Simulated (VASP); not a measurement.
**SrO: single point with PBEsol**

Crystal: SrO.

```
Sr O
1.0
     3.65343    0.00000    0.00000
    -1.82672    3.16397    0.00000
     0.00000    0.00000    5.88113
Sr O
2 2
Cartesian
  0.0000 2.1093 1.4703
  1.8267 1.0547 4.4108
  0.0000 0.0000 0.0000
  0.0000 0.0000 2.9406
```

This cell differs from its parent crystal: ratio of the length along z to the lengths across it x 0.92, volume and fractional coordinates fixed.

```json
{"Program": "VASP 6.6.1", "Task": "single point", "Functional": "PBEsol", "Potentials or basis": "VASP PAW PBE potentials, release 64 (Sr_sv, O)", "Cutoff": "520 eV", "k mesh": "9 × 9 × 4", "Occupations": "gaussian, width 0.05 eV", "Spin": "no spin polarisation"}
```

```yaml
Pressure: -1.2 GPa
Band_gap_on_the_k_mesh: 2.39 eV, direct
```

Stress tensor (GPa, compression positive):
```
-5.81  0.00  0.00
 0.00 -5.81  0.00
 0.00  0.00  8.13
```

Levels at points of the mesh, in eV from the valence-band top:
```csv
k point,band 14,band 15,band 16,band 17,band 18,band 19
"(0.00, 0.00, 0.00)",-1.28,-1.28,0.00,2.39,4.49,5.32
"(0.00, 0.00, 0.50)",-1.51,-1.51,-1.51,4.29,4.29,5.60
```

Wall time 100 s on 1 thread of AMD EPYC 7R13, on a shared host, peak memory 0.18 GiB.

Caveat: the PAW data sets were made with another functional, which shifts forces and pressure a little. A k mesh can miss the band edges.
